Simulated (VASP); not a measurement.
# BaIn3Ir (Pm-3m) in VASP: single point with PBE0

Aim: the single point of BaIn3Ir with PBE0.

All numbers are computed with VASP 6.6.1; they aren't measurements. Logs are shortened: lines on timing, memory, paths and dates and some standing lists are left out, and cuts for length are marked.

## Step 1: The cell of the first run

Symmetry: Pm-3m, No. 221, cubic system. Conventional cell: a = 4.965 Å, b = 4.965 Å, c = 4.965 Å, α = 90.00°, β = 90.00°, γ = 90.00°. Ir (site symmetry m-3m) has 6 In at 2.48 Å within 3.3 Å. Within 4.6 Å of Ba (site symmetry m-3m) lie 12 In at 3.51 Å and 8 Ir at 4.30 Å. In (site symmetry 4/mmm) has 2 Ir at 2.48 Å within 3.3 Å.

## Step 2: Single point, PBE0, collinear spin

POSCAR reads:

```
BaIn3Ir
1.0
    4.9652181600      0.0000000000      0.0000000000
    0.0000000000      4.9652181600      0.0000000000
    0.0000000000      0.0000000000      4.9652181600
Ir Ba In
1 1 3
Direct
    0.0000000000      0.0000000000      0.0000000000
    0.5000000000      0.5000000000      0.5000000000
    0.5000000000      0.0000000000      0.0000000000
    0.0000000000      0.5000000000      0.0000000000
    0.0000000000      0.0000000000      0.5000000000
```

INCAR.step1 reads:

```
SYSTEM = BaIn3Ir
ALGO = Normal ; EDIFF = 1E-5
ENCUT = 520 ; GGA = PE
ISIF = 2 ; ISMEAR = -1
ISPIN = 2 ; LASPH = .True.
LCHARG = .False. ; LMAXMIX = 4
LORBIT = 11 ; LREAL = .False.
LWAVE = .True. ; MAGMOM = 1 0 0 0 0
NBANDS = 41 ; NELM = 150
PREC = Accurate ; SIGMA = 0.1
```

INCAR.step2 reads:

```
SYSTEM = BaIn3Ir
AEXX = 0.25 ; ALGO = Normal
EDIFF = 1E-6 ; ENCUT = 520
GGA = PE ; HFRCUT = -1
ISIF = 2 ; ISMEAR = -1
ISPIN = 2 ; ISTART = 1
LASPH = .True. ; LCHARG = .False.
LHFCALC = .True. ; LMAXMIX = 4
LORBIT = 11 ; LREAL = .False.
LWAVE = .False. ; MAGMOM = 1 0 0 0 0
NBANDS = 41 ; NELM = 150
PREC = Accurate ; PRECFOCK = Fast
SIGMA = 0.1
```

KPOINTS reads:

```
k-points
0
Gamma
  2 2 2
  0 0 0
```

Potentials or basis: VASP PAW PBE potentials, release 64 (Ir, Ba_sv, In_d).

Run with:

```
cat potpaw_PBE.64/Ir/POTCAR potpaw_PBE.64/Ba_sv/POTCAR potpaw_PBE.64/In_d/POTCAR > POTCAR
cp INCAR.step1 INCAR
mpirun -np 1 vasp_std > vasp.out
cp INCAR.step2 INCAR
mpirun -np 1 vasp_std > vasp.out
```

OUTCAR:

```text
SYSTEM = BaIn3Ir
   AEXX = 0.25
   EDIFF = 1E-6
   ENCUT = 520
   GGA = PE
   ISIF = 2
   ISMEAR = -1
   ISPIN = 2
   ISTART = 1
   LASPH = .True.
   LHFCALC = .True.
   LORBIT = 11
   LREAL = .False.
   NELM = 150
   PREC = Accurate
   PRECFOCK = Fast

 ion  position               nearest neighbor table
   1  0.000  0.000  0.000-   3 2.48   4 2.48   5 2.48   5 2.48   4 2.48   3 2.48
   2  0.500  0.500  0.500-   3 3.51   4 3.51   5 3.51   3 3.51   4 3.51   3 3.51   5 3.51   3 3.51
                             4 3.51   5 3.51   4 3.51   5 3.51
   3  0.500  0.000  0.000-   1 2.48   1 2.48   4 3.51   5 3.51   2 3.51   5 3.51   2 3.51   4 3.51
                             2 3.51   2 3.51   4 3.51   5 3.51   5 3.51   4 3.51
   4  0.000  0.500  0.000-   1 2.48   1 2.48   3 3.51   5 3.51   2 3.51   5 3.51   2 3.51   3 3.51
                             5 3.51   5 3.51   2 3.51   3 3.51   2 3.51   3 3.51
   5  0.000  0.000  0.500-   1 2.48   1 2.48   3 3.51   4 3.51   2 3.51   3 3.51   4 3.51   2 3.51
                             4 3.51   4 3.51   2 3.51   3 3.51   3 3.51   2 3.51

  LATTYP: Found a simple cubic cell.
 ALAT       =     4.9652181600

  Lattice vectors:

 A1 = (   4.9652181600,   0.0000000000,   0.0000000000)
 A2 = (   0.0000000000,   4.9652181600,   0.0000000000)
 A3 = (   0.0000000000,   0.0000000000,   4.9652181600)

Analysis of symmetry for initial positions (statically):
=====================================================================
 Subroutine PRICEL returns:
 Original cell was already a primitive cell.

 Routine SETGRP: Setting up the symmetry group for a
 simple cubic supercell.

 Subroutine GETGRP returns: Found 48 space group operations
 (whereof 48 operations were pure point group operations)
 out of a pool of 48 trial point group operations.

The static configuration has the point symmetry O_h .

Analysis of symmetry for dynamics (positions and initial velocities):
=====================================================================
 Subroutine PRICEL returns:
 Original cell was already a primitive cell.

 Routine SETGRP: Setting up the symmetry group for a
 simple cubic supercell.

 Subroutine GETGRP returns: Found 48 space group operations
 (whereof 48 operations were pure point group operations)
 out of a pool of 48 trial point group operations.

The dynamic configuration has the point symmetry O_h .

Analysis of structural, dynamic, and magnetic symmetry:
=====================================================================
 Subroutine PRICEL returns:
 Original cell was already a primitive cell.

 Routine SETGRP: Setting up the symmetry group for a
 simple cubic supercell.

 Subroutine GETGRP returns: Found 48 space group operations
 (whereof 48 operations were pure point group operations)
 out of a pool of 48 trial point group operations.

The overall configuration has the point symmetry O_h .

 Subroutine INISYM returns: Found 48 space group operations
 (whereof 48 operations are pure point group operations),
 and found     1 'primitive' translations

----------------------------------------------------------------------------------------

                                     Primitive cell

  volume of cell :     122.4095

  direct lattice vectors                    reciprocal lattice vectors
     4.965218160  0.000000000  0.000000000     0.201401020  0.000000000  0.000000000
     0.000000000  4.965218160  0.000000000     0.000000000  0.201401020  0.000000000
     0.000000000  0.000000000  4.965218160     0.000000000  0.000000000  0.201401020

  length of vectors
     4.965218160  4.965218160  4.965218160     0.201401020  0.201401020  0.201401020

  position of ions in fractional coordinates (direct lattice)
     0.000000000  0.000000000  0.000000000
     0.500000000  0.500000000  0.500000000
     0.500000000  0.000000000  0.000000000
     0.000000000  0.500000000  0.000000000
     0.000000000  0.000000000  0.500000000

  ion indices of the primitive-cell ions
   primitive index   ion index
[... 39 lines left out ...]
   number of dos      NEDOS =    301   number of ions     NIONS =      5
   total plane-waves  NPLWV =  64000
   dimension x,y,z NGX =    40 NGY =   40 NGZ =   40
   dimension x,y,z NGXF=    80 NGYF=   80 NGZF=   80
   ions per type =               1   1   3
   NGX,Y,Z   is equivalent  to a cutoff of  13.39, 13.39, 13.39 a.u.
   NGXF,Y,Z  is equivalent  to a cutoff of  26.79, 26.79, 26.79 a.u.
 SYSTEM =  BaIn3Ir
   PREC   = accura    normal or accurate (medium, high low for compatibility)
   ISTART =      1    job   : 0-new  1-cont  2-samecut
   ICHARG =      0    charge: 1-file 2-atom 10-const
   ISPIN  =      2    spin polarized calculation?
   LNONCOLLINEAR =      F non collinear calculations
   LSORBIT =      F    spin-orbit coupling
   LASPH  =      T    aspherical Exc in radial PAW
   ENCUT  =  520.0 eV  38.22 Ry    6.18 a.u.   9.23  9.23  9.23*2*pi/ulx,y,z
   NELM   =    150;   NELMIN=  2; NELMDL=  0     # of ELM steps
   EDIFF  = 0.1E-05   stopping-criterion for ELM
   LREAL  =      F    real-space projection
   EDIFFG = 0.1E-04   stopping-criterion for IOM
   NSW    =      0    number of steps for IOM
   IBRION =     -1    ionic relax: 0-MD 1-quasi-New 2-CG
   NFREE  =      0    steps in history (QN), initial steepest desc. (CG)
   ISIF   =      2    stress and relaxation
   ISYM   =      3    0-nonsym 1-usesym 2-fastsym
   POTIM  = 0.5000    time-step for ionic-motion
   TEBEG  =    0.0;   TEEND  =   0.0 temperature during run
   PSTRESS=    0.0 pullay stress
   NELECT =      58.0000    total number of electrons
   NUPDOWN=      -1.0000    fix difference up-down
   EMIN   =  10.00;   EMAX   =-10.00  energy-range for DOS
   EFERMI =   0.00;   METHOD = LEGACY
   ISMEAR =    -1;   SIGMA  =   0.10  broadening in eV -4-tet -1-fermi 0-gaus
   EFERMI_NEDOS =   21; number of points for ismear=-14 and -15
   IALGO  =     38    algorithm
   IMIX   =      1    mixing-type and parameters
     AMIX     =   0.40;   BMIX     =  1.00
     AMIX_MAG =   1.60;   BMIX_MAG =  1.00
  volume/ion in A,a.u.               =      24.48       165.21
  Fermi-wavevector in a.u.,A,eV,Ry     =   1.276280  2.411819 22.162389  1.628890
  Thomas-Fermi vector in A             =   2.408945
   LORBIT       =     11    0 simple, 1 ext, 2 COOP (PROOUT), +10 PAW based schemes
   GGA     = PE    functional components
   LHFCALC =     T    Hartree Fock is set to
   PRECFOCK=fast      Normal, Fast or Accurate (Low or Medium for compatibility)
   ENCUT4O =  -1.0   cutoff for four orbital integrals eV
   NKREDX  =     1    reduce k-point grid by
   NKREDY  =     1    reduce k-point grid by
   NKREDZ  =     1    reduce k-point grid by
   AEXX    =    0.2500 exact exchange contribution
   HFSCREEN=    0.0000 screening length (either q_TF or 0.3 A-1)
   HFSCREENC=   0.0000 screening length for correlation (either q_TF or 0.3 A-1)
   ENCUTFOCK=  -1.0 apply spherical cutoff to Coloumb kernel
   IVDW    =     0    specifies the selected vdW correction
   LEPSILON=     F    determine dielectric tensor
   LRPA    =     F    only Hartree local field effects (RPA)
 spin polarized calculation
  energy-cutoff  :      520.00
  volume of cell :      122.41
 maximum number of plane-waves:      3328
 NGX is ok and might be reduce to    40
  NGX = 20; NGY = 20; NGZ = 20

 number of electron      58.0000021 magnetization      -0.0000031

 number of electron      58.0000021 magnetization       0.0000018

 Free energy of the ion-electron system (eV)
  ---------------------------------------------------
  ext. energy  EPLUGINS =         0.00000000
  ---------------------------------------------------
  free energy    TOTEN  =       -23.77412233 eV

  energy without entropy =      -23.77145679  energy(sigma->0) =      -23.77278956

 E-fermi :   7.6695     XC(G=0):  -8.3477

 val. band max:        7.0427632633   @ k =   0.5000   0.5000   0.0000
 cond. band min:       8.2709275453   @ k =   0.5000   0.5000   0.5000
 fundamental gap:      1.2281642821
 Fermi energy:         7.6695337516

 spin component 1

 k-point     1 :       0.0000    0.0000    0.0000
  band No.  band energies     occupation
      1     -23.7078      1.00000
      2     -10.1736      1.00000
      3     -10.0795      1.00000
      4     -10.0795      1.00000
      5     -10.0795      1.00000
      6     -10.0500      1.00000
[... 165 lines left out ...]
     40      14.8701      0.00000
     41      18.1493      0.00000
 Fermi energy:         7.6695337516

 spin component 2

 k-point     1 :       0.0000    0.0000    0.0000
  band No.  band energies     occupation
      1     -23.7078      1.00000
      2     -10.1736      1.00000
      3     -10.0795      1.00000
      4     -10.0795      1.00000
      5     -10.0795      1.00000
      6     -10.0500      1.00000
[... 165 lines left out ...]
     40      14.8701      0.00000
     41      18.1470      0.00000

------------------------ aborting loop because EDIFF is reached ----------------------------------------

  FORCE on cell =-STRESS in cart. coord.  units (eV):
  Direction    XX          YY          ZZ          XY          YZ          ZX
  --------------------------------------------------------------------------------------
  -------------------------------------------------------------------------------------
  Total        8.1932887      8.1932887      8.1932887      0.0000000     -0.0000000      0.0000000
  in kB      107.2392671    107.2392671    107.2392671      0.0000000     -0.0000000      0.0000000
  external PRESSURE =     107.2392671 kB  Pullay stress =       0.0000000 kB

 VOLUME and BASIS-vectors are now :
 -----------------------------------------------------------------------------
  energy-cutoff  :      520.00
  volume of cell :      122.41
      direct lattice vectors                 reciprocal lattice vectors
     4.965218160  0.000000000  0.000000000     0.201401020  0.000000000  0.000000000
     0.000000000  4.965218160  0.000000000     0.000000000  0.201401020  0.000000000
     0.000000000  0.000000000  4.965218160     0.000000000  0.000000000  0.201401020

 POSITION                                       TOTAL-FORCE (eV/Angst)
 -----------------------------------------------------------------------------------
      0.00000      0.00000      0.00000         0.000000      0.000000      0.000000
      2.48261      2.48261      2.48261         0.000000      0.000000      0.000000
      2.48261      0.00000      0.00000         0.000000      0.000000      0.000000
      0.00000      2.48261      0.00000         0.000000      0.000000      0.000000
      0.00000      0.00000      2.48261         0.000000      0.000000      0.000000
 -----------------------------------------------------------------------------------
    total drift:                                0.000005     -0.000002      0.000005

  FREE ENERGIE OF THE ION-ELECTRON SYSTEM (eV)
  ---------------------------------------------------
  free  energy   TOTEN  =       -23.7741223297 eV

  energy  without entropy=      -23.7714567892  energy(sigma->0) =      -23.77278956

 total charge

# of ion       s       p       d       tot
------------------------------------------
    1        0.648   0.812   7.364   8.824
    2        2.004   5.538   0.506   8.048
    3        0.971   0.788   9.908  11.667
    4        0.971   0.788   9.908  11.667
    5        0.971   0.788   9.908  11.667
--------------------------------------------------
tot          5.566   8.712  37.594  51.873

 magnetization (x)

# of ion       s       p       d       tot
------------------------------------------
    1        0.000   0.000   0.000   0.000
    2       -0.000  -0.000   0.000  -0.000
    3        0.000   0.000  -0.000   0.000
    4        0.000   0.000  -0.000   0.000
    5        0.000   0.000  -0.000   0.000
--------------------------------------------------
tot          0.000   0.000  -0.000   0.000
```

Wall time 8.1 min (1 thread of Intel Xeon Platinum 8488C (Sapphire Rapids), shared host); peak memory 0.31 GiB.

Results:

- Free energy: -23.7741 eV
- Pressure: 10.7 GPa
- Band gap on the k mesh: zero (filled and empty bands overlap)
- Net moment: 0.00 μB per cell
- Valence electrons inside the program's atomic spheres: Ir 8.82; Ba 8.05; In 11.67

Levels at points of the mesh, in eV from the Fermi level:
Spin up:
| k point | band 25 | band 26 | band 27 | band 28 | band 29 | band 30 | band 31 | band 32 | band 33 | band 34 |
| --- | --- | --- | --- | --- | --- | --- | --- | --- | --- | --- |
| (0.00, 0.00, 0.00) | -4.12 | -2.87 | -2.87 | -2.87 | -0.71 | -0.71 | 2.65 | 2.92 | 2.92 | 2.92 |
| (0.50, 0.00, 0.00) | -4.77 | -4.01 | -2.89 | -2.89 | -1.97 | 2.04 | 2.07 | 3.10 | 3.10 | 3.20 |
| (0.50, 0.50, 0.00) | -5.45 | -4.94 | -4.94 | -1.63 | -0.63 | 1.20 | 1.20 | 2.18 | 2.18 | 2.41 |
| (0.50, 0.50, 0.50) | -5.60 | -5.60 | -5.41 | -5.41 | 0.60 | 0.60 | 0.60 | 3.68 | 4.46 | 4.46 |
Spin down:
```tsv
k point	band 25	band 26	band 27	band 28	band 29	band 30	band 31	band 32	band 33	band 34
(0.00, 0.00, 0.00)	-4.12	-2.87	-2.87	-2.87	-0.71	-0.71	2.65	2.92	2.92	2.92
(0.50, 0.00, 0.00)	-4.77	-4.01	-2.89	-2.89	-1.97	2.04	2.07	3.10	3.10	3.20
(0.50, 0.50, 0.00)	-5.45	-4.94	-4.94	-1.63	-0.63	1.20	1.20	2.18	2.18	2.41
(0.50, 0.50, 0.50)	-5.60	-5.60	-5.41	-5.41	0.60	0.60	0.60	3.68	4.46	4.46
```

Caveat: the k points lie up to 0.63 Å⁻¹ apart, too coarse for converged energies and pressures of a metal; the PAW data sets were made with another functional, which shifts forces and pressure a little; spin-orbit coupling is left out, which moves the levels of the heavy elements.
